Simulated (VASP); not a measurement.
# Na4H in VASP: further runs

Runs on Na4H. Level: PBE. Tasks: single point.

Everything below comes from runs of VASP 6.6.1. Logs are shortened: lines on timing, memory, paths and dates and some standing lists are left out, and cuts for length are marked.

**1. The cell of the first run**

The cell holds a slab with vacuum, 10 atoms: a = 7.267 Å, b = 7.267 Å, c = 20.967 Å, α = 90.00°, β = 90.00°, γ = 109.47°.

**2. Single point, PBE**

Input file INCAR:

```
  PREC = Accurate
  ENCUT = 400
  EDIFF = 1E-6
  ISMEAR = 0
  SIGMA = 0.1
  LREAL = F
  LASPH = T
  NELM = 120
  ALGO = Normal
  ISIF = 2
  LWAVE = F
  LCHARG = T
  LDIPOL = T
  IDIPOL = 3
  DIPOL = 0.5 0.5 0.283
  GGA = PE
  LELF = T
  LVHAR = T
  LVACPOTAV = T
  NBANDS = 40
  GGA_COMPAT = F
  NELMDL = -8
```

Input file KPOINTS:

```
Automatic mesh
0
Gamma
  4 4 1
```

Input file POSCAR:

```
Na4H
1.0
    7.2665054626      0.0000000000      0.0000000000
   -2.4221684875      6.8509270508      0.0000000000
    0.0000000000      0.0000000000     20.9665384335
Na H
8 2
Direct
    0.2500000000      0.2500000000      0.1907801811
    0.2500000000      0.7500000000      0.1907801811
    0.7500000000      0.2500000000      0.1907801811
    0.7500000000      0.7500000000      0.1907801811
    0.0000000000      0.0000000000      0.3322693660
    0.0000000000      0.5000000000      0.3322693660
    0.5000000000      0.0000000000      0.3322693660
    0.5000000000      0.5000000000      0.3322693660
    0.1219409038      0.3333333333      0.3689945509
    0.2113924295      0.3333333333      0.3689945509
```

Potentials or basis: VASP PAW PBE potentials, release 64 (Na_pv, H).

Run with:

```
$ cat potpaw_PBE.64/Na_pv/POTCAR potpaw_PBE.64/H/POTCAR > POTCAR
$ mpirun -np 1 vasp_std > vasp.out
```

OUTCAR:

```text
PREC = Accurate
   ENCUT = 400
   EDIFF = 1E-6
   ISMEAR = 0
   LREAL = F
   LASPH = T
   NELM = 120
   ISIF = 2
   GGA = PE
   NELMDL = -8

 ion  position               nearest neighbor table
   1  0.250  0.250  0.191-
   2  0.250  0.750  0.191-
   3  0.750  0.250  0.191-
   4  0.750  0.750  0.191-
   5  0.000  0.000  0.332-
   6  0.000  0.500  0.332-
   7  0.500  0.000  0.332-
   8  0.500  0.500  0.332-
   9  0.122  0.333  0.369-  10 0.65
  10  0.211  0.333  0.369-   9 0.65

  LATTYP: Found a base centered orthorhombic cell.
 ALAT       =     8.3906377698
 B/A-ratio  =     1.4142135624
 C/A-ratio  =     2.4988015225

  Lattice vectors:

 A1 = (   7.2665054626,   0.0000000000,   0.0000000000)
 A2 = (  -2.4221684875,   6.8509270508,   0.0000000000)
 A3 = (   0.0000000000,   0.0000000000,  20.9665384335)

Analysis of symmetry for initial positions (statically):
=====================================================================
 Subroutine PRICEL returns:
 Original cell was already a primitive cell.

 Routine SETGRP: Setting up the symmetry group for a
 base centered orthorhombic supercell.

 Subroutine GETGRP returns: Found  1 space group operations
 (whereof  1 operations were pure point group operations)
 out of a pool of  8 trial point group operations.

The static configuration has the point symmetry C_1 .

Analysis of symmetry for dynamics (positions and initial velocities):
=====================================================================
 Subroutine PRICEL returns:
 Original cell was already a primitive cell.

 Routine SETGRP: Setting up the symmetry group for a
 base centered orthorhombic supercell.

 Subroutine GETGRP returns: Found  1 space group operations
 (whereof  1 operations were pure point group operations)
 out of a pool of  8 trial point group operations.

The dynamic configuration has the point symmetry C_1 .

 Subroutine INISYM returns: Found  1 space group operations
 (whereof  1 operations are pure point group operations),
 and found     1 'primitive' translations

----------------------------------------------------------------------------------------

                                     Primitive cell

  volume of cell :    1043.7625

  direct lattice vectors                    reciprocal lattice vectors
     7.266505463  0.000000000  0.000000000     0.137617732  0.048655216  0.000000000
    -2.422168488  6.850927051  0.000000000     0.000000000  0.145965647  0.000000000
     0.000000000  0.000000000 20.966538433     0.000000000  0.000000000  0.047695045

  length of vectors
     7.266505463  7.266505463 20.966538433     0.145965647  0.145965647  0.047695045

  position of ions in fractional coordinates (direct lattice)
     0.250000000  0.250000000  0.190780181
     0.250000000  0.750000000  0.190780181
     0.750000000  0.250000000  0.190780181
     0.750000000  0.750000000  0.190780181
     0.000000000  0.000000000  0.332269366
     0.000000000  0.500000000  0.332269366
     0.500000000  0.000000000  0.332269366
     0.500000000  0.500000000  0.332269366
     0.121940904  0.333333333  0.368994551
     0.211392430  0.333333333  0.368994551

  ion indices of the primitive-cell ions
   primitive index   ion index
                 1           1
                 2           2
                 3           3
                 4           4
                 5           5
                 6           6
                 7           7
                 8           8
                 9           9
                10          10

----------------------------------------------------------------------------------------

 KPOINTS: Automatic mesh

Automatic generation of k-mesh.
 Grid dimensions read from file:
 generate k-points for:    4    4    1

 Generating k-lattice:

  Cartesian coordinates                     Fractional coordinates (reciprocal lattice)
     0.034404433  0.012163804  0.000000000     0.250000000  0.000000000  0.000000000
     0.000000000  0.036491412  0.000000000     0.000000000  0.250000000  0.000000000
     0.000000000  0.000000000  0.047695045     0.000000000  0.000000000  1.000000000

  Length of vectors
     0.036491412  0.036491412  0.047695045

  Shift w.r.t. Gamma in fractional coordinates (k-lattice)
     0.000000000  0.000000000  0.000000000

 Subroutine IBZKPT returns following result:
 ===========================================

 Found     10 irreducible k-points:

 Following reciprocal coordinates:
            Coordinates               Weight
  0.000000  0.000000  0.000000      1.000000
  0.250000 -0.000000  0.000000      2.000000
  0.000000  0.250000  0.000000      2.000000
  0.500000 -0.000000  0.000000      1.000000
  0.000000  0.500000  0.000000      1.000000
  0.250000  0.250000  0.000000      2.000000
  0.500000  0.250000  0.000000      2.000000
  0.250000  0.500000  0.000000      2.000000
 -0.250000  0.250000  0.000000      2.000000
  0.500000  0.500000  0.000000      1.000000
   k-points           NKPTS =     10   k-points in BZ     NKDIM =     10   number of bands    NBANDS=     40
   number of dos      NEDOS =    301   number of ions     NIONS =     10
   total plane-waves  NPLWV = 322560
   dimension x,y,z NGX =    48 NGY =   48 NGZ =  140
   dimension x,y,z NGXF=    96 NGYF=   96 NGZF=  280
   ions per type =               8   2
   NGX,Y,Z   is equivalent  to a cutoff of  10.98, 10.98, 11.10 a.u.
   NGXF,Y,Z  is equivalent  to a cutoff of  21.96, 21.96, 22.20 a.u.
 SYSTEM =  unknown system
   PREC   = accura    normal or accurate (medium, high low for compatibility)
   ISTART =      0    job   : 0-new  1-cont  2-samecut
   ICHARG =      2    charge: 1-file 2-atom 10-const
   ISPIN  =      1    spin polarized calculation?
   LNONCOLLINEAR =      F non collinear calculations
   LSORBIT =      F    spin-orbit coupling
   LASPH  =      T    aspherical Exc in radial PAW
   ENCUT  =  400.0 eV  29.40 Ry    5.42 a.u.  11.85 11.85 34.19*2*pi/ulx,y,z
   NELM   =    120;   NELMIN=  2; NELMDL= -8     # of ELM steps
   EDIFF  = 0.1E-05   stopping-criterion for ELM
   LREAL  =      F    real-space projection
   EDIFFG = 0.1E-04   stopping-criterion for IOM
   NSW    =      0    number of steps for IOM
   IBRION =     -1    ionic relax: 0-MD 1-quasi-New 2-CG
   NFREE  =      0    steps in history (QN), initial steepest desc. (CG)
   ISIF   =      2    stress and relaxation
   ISYM   =      2    0-nonsym 1-usesym 2-fastsym
   POTIM  = 0.5000    time-step for ionic-motion
   TEBEG  =    0.0;   TEEND  =   0.0 temperature during run
   PSTRESS=    0.0 pullay stress
   NELECT =      58.0000    total number of electrons
   NUPDOWN=      -1.0000    fix difference up-down
   EMIN   =  10.00;   EMAX   =-10.00  energy-range for DOS
   EFERMI =   0.00;   METHOD = LEGACY
   ISMEAR =     0;   SIGMA  =   0.10  broadening in eV -4-tet -1-fermi 0-gaus
   EFERMI_NEDOS =   21; number of points for ismear=-14 and -15
   IALGO  =     38    algorithm
   IMIX   =      4    mixing-type and parameters
     AMIX     =   0.40;   BMIX     =  1.00
     AMIX_MAG =   1.60;   BMIX_MAG =  1.00
  volume/ion in A,a.u.               =     104.38       704.37
  Fermi-wavevector in a.u.,A,eV,Ry     =   0.624717  1.180545  5.309971  0.390272
  Thomas-Fermi vector in A             =   1.685372
   LORBIT       =      0    0 simple, 1 ext, 2 COOP (PROOUT), +10 PAW based schemes
   GGA     = PE    functional components
   LHFCALC =     F    Hartree Fock is set to
   AEXX    =    0.0000 exact exchange contribution
   IVDW    =     0    specifies the selected vdW correction
   LEPSILON=     F    determine dielectric tensor
   LRPA    =     F    only Hartree local field effects (RPA)
 non-spin polarized calculation
 Gauss-broadening in eV      SIGMA  =   0.10
  energy-cutoff  :      400.00
  volume of cell :     1043.76
 maximum number of plane-waves:     19038
   NGX = 23   NGY = 23   NGZ = 69

 dipolmoment           0.000000      0.000000      0.006339 electrons x Angstroem

 number of electron      57.9999956 magnetization

 dipolmoment           0.000000      0.000000     -0.045604 electrons x Angstroem

 Free energy of the ion-electron system (eV)
  ---------------------------------------------------
  ext. energy  EPLUGINS =         0.00000000
  ---------------------------------------------------
  free energy    TOTEN  =       -14.88283568 eV

  energy without entropy =      -14.86059722  energy(sigma->0) =      -14.87171645

 E-fermi :  -1.7842     XC(G=0):  -2.6112

 val. band max:       -1.8195263298   @ k =   0.0000   0.2500   0.0000
 cond. band min:      -1.7538595991   @ k =   0.5000  -0.0000   0.0000
 fundamental gap:      0.0656667307
 Fermi energy:        -1.7841831928

 k-point     1 :       0.0000    0.0000    0.0000
  band No.  band energies     occupation
      1     -27.2931      2.00000
      2     -27.2258      2.00000
      3     -27.2132      2.00000
      4     -27.1753      2.00000
      5     -27.1665      2.00000
      6     -27.1442      2.00000
[... 32 lines left out ...]
     39       0.6751      0.00000
     40       0.8460      0.00000

 k-point     2 :       0.2500   -0.0000    0.0000
  band No.  band energies     occupation
      1     -27.2926      2.00000
      2     -27.2257      2.00000
      3     -27.2127      2.00000
      4     -27.1759      2.00000
      5     -27.1667      2.00000
      6     -27.1441      2.00000
[... 333 lines left out ...]
     39       1.0702      0.00000
     40       1.1259      0.00000

 k-point    10 :       0.5000    0.5000    0.0000
  band No.  band energies     occupation
      1     -27.2911      2.00000
      2     -27.2252      2.00000
      3     -27.2113      2.00000
      4     -27.1773      2.00000
      5     -27.1677      2.00000
      6     -27.1446      2.00000
[... 32 lines left out ...]
     39       1.3225      0.00000
     40       1.4513      0.00000

------------------------ aborting loop because EDIFF is reached ----------------------------------------

  FORCE on cell =-STRESS in cart. coord.  units (eV):
  Direction    XX          YY          ZZ          XY          YZ          ZX
  --------------------------------------------------------------------------------------
  -------------------------------------------------------------------------------------
  Total        4.2634747     -0.2563569     -0.1654589     -0.8303102     -0.4498374      0.2024319
  in kB        6.5444415     -0.3935084     -0.2539797     -1.2745277     -0.6905012      0.3107333
  external PRESSURE =       1.9656512 kB  Pullay stress =       0.0000000 kB

 VOLUME and BASIS-vectors are now :
 -----------------------------------------------------------------------------
  energy-cutoff  :      400.00
  volume of cell :     1043.76
      direct lattice vectors                 reciprocal lattice vectors
     7.266505463  0.000000000  0.000000000     0.137617732  0.048655216  0.000000000
    -2.422168488  6.850927051  0.000000000     0.000000000  0.145965647  0.000000000
     0.000000000  0.000000000 20.966538433     0.000000000  0.000000000  0.047695045

 POSITION                                       TOTAL-FORCE (eV/Angst)
 -----------------------------------------------------------------------------------
      1.21108      1.71273      4.00000         0.011368     -0.005152     -0.024033
      0.00000      5.13820      4.00000        -0.000635      0.001665      0.043855
      4.84434      1.71273      4.00000         0.001417     -0.000286      0.040373
      3.63325      5.13820      4.00000        -0.004908      0.001692      0.028110
      0.00000      0.00000      6.96654        -0.037479     -0.339148     -0.141115
     -1.21108      3.42546      6.96654        -0.758301      0.652856     -0.462923
      3.63325      0.00000      6.96654         0.029817      0.004659     -0.018918
      2.42217      3.42546      6.96654         0.468537      0.275831     -0.213491
      0.07869      2.28364      7.73654        -4.741585     -0.426234      0.522142
      0.72869      2.28364      7.73654         5.031770     -0.165882      0.225999
 -----------------------------------------------------------------------------------
    total drift:                                0.000007     -0.000038     -0.001825

  FREE ENERGIE OF THE ION-ELECTRON SYSTEM (eV)
  ---------------------------------------------------
  free  energy   TOTEN  =       -14.8828356797 eV

  energy  without entropy=      -14.8605972221  energy(sigma->0) =      -14.87171645

 vacuum level on the upper side and lower side of the slab         0.949         1.115
```

Run time: 5.6 min. Hardware: 1 thread of Intel Xeon Platinum 8488C (Sapphire Rapids), shared host; peak memory 0.73 GiB.

Results:

- Free energy: -14.8828 eV
- Largest force: 5.040 eV/Å
- Band gap on the k mesh: zero (bands 29 and 30 overlap by 0.55 eV)

Forces on the atoms (eV/Å):
```
Na   0.011 -0.005 -0.024
Na  -0.001  0.002  0.044
Na   0.001  0.000  0.040
Na  -0.005  0.002  0.028
Na  -0.037 -0.339 -0.141
Na  -0.758  0.653 -0.463
Na   0.030  0.005 -0.019
Na   0.469  0.276 -0.213
H   -4.742 -0.426  0.522
H    5.032 -0.166  0.226
```

**3. Single point, PBE**

Input file INCAR:

```
PREC = Accurate
ENCUT = 400
EDIFF = 1E-6
ISMEAR = 0
SIGMA = 0.1
LREAL = False
LASPH = True
NELM = 120
ALGO = Normal
ISIF = 2
LWAVE = False
LCHARG = False
LDIPOL = True
IDIPOL = 3
DIPOL = 0.5 0.5 0.289
GGA = PE
NBANDS = 40
GGA_COMPAT = False
NELMDL = -8
```

Input file KPOINTS:

```
regular mesh
0
Gamma
  4 4 1
```

POSCAR, as its differences from that of step 2:

```diff
@@ -16,3 +16,3 @@
     0.5000000000      0.5000000000      0.3322693660
-    0.1219409038      0.3333333333      0.3689945509
-    0.2113924295      0.3333333333      0.3689945509
+    0.1219409038      0.3333333333      0.3995193799
+    0.2113924295      0.3333333333      0.3995193799
```

Potentials or basis: VASP PAW PBE potentials, release 64 (Na_pv, H).

Run with:

```
$ cat potpaw_PBE.64/Na_pv/POTCAR potpaw_PBE.64/H/POTCAR > POTCAR
$ mpirun -np 1 vasp_std > vasp.out
```

OUTCAR:

```text
PREC = Accurate
   ENCUT = 400
   EDIFF = 1E-6
   ISMEAR = 0
   LREAL = False
   LASPH = True
   NELM = 120
   ISIF = 2
   GGA = PE
   NELMDL = -8

 ion  position               nearest neighbor table
   1  0.250  0.250  0.191-
   2  0.250  0.750  0.191-
   3  0.750  0.250  0.191-
   4  0.750  0.750  0.191-
   5  0.000  0.000  0.332-
   6  0.000  0.500  0.332-
   7  0.500  0.000  0.332-
   8  0.500  0.500  0.332-
   9  0.122  0.333  0.400-  10 0.65
  10  0.211  0.333  0.400-   9 0.65

  LATTYP: Found a base centered orthorhombic cell.
 ALAT       =     8.3906377698
 B/A-ratio  =     1.4142135624
 C/A-ratio  =     2.4988015225

  Lattice vectors:

 A1 = (   7.2665054626,   0.0000000000,   0.0000000000)
 A2 = (  -2.4221684875,   6.8509270508,   0.0000000000)
 A3 = (   0.0000000000,   0.0000000000,  20.9665384335)

Analysis of symmetry for initial positions (statically):
=====================================================================
 Subroutine PRICEL returns:
[... 190 lines left out ...]
      6     -27.0753      2.00000
[... 419 lines left out ...]
     39       1.3228      0.00000
     40       1.4409      0.00000

------------------------ aborting loop because EDIFF is reached ----------------------------------------

 vacuum level on the upper side and lower side of the slab       (xc-potential included)        -0.136         0.111

  FORCE on cell =-STRESS in cart. coord.  units (eV):
  Direction    XX          YY          ZZ          XY          YZ          ZX
  --------------------------------------------------------------------------------------
  -------------------------------------------------------------------------------------
  Total        2.9179467     -1.0104314     -0.0367214     -0.4761771     -0.2153390      0.0238037
  in kB        4.4790536     -1.5510140     -0.0563674     -0.7309327     -0.3305457      0.0365387
  external PRESSURE =       0.9572241 kB  Pullay stress =       0.0000000 kB

 VOLUME and BASIS-vectors are now :
 -----------------------------------------------------------------------------
  energy-cutoff  :      400.00
  volume of cell :     1043.76
      direct lattice vectors                 reciprocal lattice vectors
     7.266505463  0.000000000  0.000000000     0.137617732  0.048655216  0.000000000
    -2.422168488  6.850927051  0.000000000     0.000000000  0.145965647  0.000000000
     0.000000000  0.000000000 20.966538433     0.000000000  0.000000000  0.047695045

 POSITION                                       TOTAL-FORCE (eV/Angst)
 -----------------------------------------------------------------------------------
      1.21108      1.71273      4.00000         0.008697     -0.003726      0.012902
      0.00000      5.13820      4.00000         0.000942      0.003078      0.035971
      4.84434      1.71273      4.00000        -0.002686     -0.001080      0.028769
      3.63325      5.13820      4.00000        -0.003233      0.000128      0.011368
      0.00000      0.00000      6.96654        -0.016146     -0.204871     -0.124419
     -1.21108      3.42546      6.96654        -0.277597      0.230959     -0.270175
      3.63325      0.00000      6.96654         0.018671      0.003840     -0.022860
      2.42217      3.42546      6.96654         0.246567      0.127341     -0.171317
      0.07869      2.28364      8.37654        -4.997412     -0.099640      0.334315
      0.72869      2.28364      8.37654         5.022196     -0.056029      0.165445
 -----------------------------------------------------------------------------------
    total drift:                                0.000015     -0.000006     -0.002246

  FREE ENERGIE OF THE ION-ELECTRON SYSTEM (eV)
  ---------------------------------------------------
  free  energy   TOTEN  =       -15.2911124986 eV

  energy  without entropy=      -15.2652972918  energy(sigma->0) =      -15.27820490

 vacuum level on the upper side and lower side of the slab         0.881         1.096
```

It took 6.2 min on 1 thread of Intel Xeon Platinum 8488C (Sapphire Rapids), shared host; peak memory 0.73 GiB.

Results:

* Free energy: -15.2911 eV
* Largest force: 5.025 eV/Å
* Band gap on the k mesh: zero (bands 29 and 30 overlap by 0.61 eV)

Forces on the atoms (eV/Å):
```
Na   0.009 -0.004  0.013
Na   0.001  0.003  0.036
Na  -0.003 -0.001  0.029
Na  -0.003  0.000  0.011
Na  -0.016 -0.205 -0.124
Na  -0.278  0.231 -0.270
Na   0.019  0.004 -0.023
Na   0.247  0.127 -0.171
H   -4.997 -0.100  0.334
H    5.022 -0.056  0.165
```

The gap in the log of VASP goes by the Fermi energy; the results here count the filled bands.